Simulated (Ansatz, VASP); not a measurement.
Two plane-wave programs on SrCl

```xyz
2
Lattice="0.0000 3.1417 3.3531 2.9538 0.0000 3.3531 2.9538 3.1417 0.0000" Properties=species:S:1:pos:R:3 pbc="T T T"
Sr    0.0000    0.0000    0.0000
Cl    2.9538    3.1417    3.3531
```

Change from the starting cell: species swapped into the HCl type (Fmmm, No. 69).

Alike in both runs: task single point; functional PBE; k mesh 6 × 6 × 6; occupations gaussian, width 0.1 eV; no spin polarisation.

|  | VASP | Ansatz |
| --- | --- | --- |
| version | VASP 6.6.1 | Ansatz 0.2.0 |
| potentials or method | VASP PAW PBE potentials, release 64 (Sr_sv, Cl), cutoff 520 eV | scalar-relativistic, plane waves, PAW |
| valence electrons in the cell | 17 | 17 |

|  | VASP | Ansatz | Ansatz less VASP |
| --- | --- | --- | --- |
| gap on the k mesh at the Fermi level (eV) | none | none | - |
| pressure (GPa) | -0.1 | -0.2 | -0.09 |
| traceless stress, the component that is largest in VASP (GPa) | 1.71 | 1.64 | -0.077 |

A gap of «none» marks a metal or a gap that the smearing closes.
